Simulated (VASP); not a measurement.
A run of VASP 6.6.1 is set up as follows.

INCAR

```
PREC = Accurate
ENCUT = 520
EDIFF = 1E-6
ISMEAR = -1
SIGMA = 0.05
LREAL = False
LASPH = True
NELM = 60
ALGO = Normal
ISIF = 2
LWAVE = False
LCHARG = False
GGA = PE
NBANDS = 15
```

The input KPOINTS:

```
Automatic mesh
0
Gamma
  12 12 12
```

Contents of POSCAR:

```
ZrC
1.0
    0.0000000000      2.3650000000      2.3650000000
    2.3650000000      0.0000000000      2.3650000000
    2.3650000000      2.3650000000      0.0000000000
Zr C
1 1
Direct
    0.5000000000      0.5000000000      0.5000000000
    0.0000000000      0.0000000000      0.0000000000
```

Potentials or basis: VASP PAW PBE potentials, release 64 (Zr_sv, C).

Run with:

```sh
$ cat potpaw_PBE.64/Zr_sv/POTCAR potpaw_PBE.64/C/POTCAR > POTCAR
$ mpirun -np 1 vasp_std > vasp.out
```

Task: Predict the pressure.

Result: -2.6 GPa.

Task: What does it give for the band gap on the k mesh?

Result: Zero (bands 8 and 9 overlap by 1.30 eV).
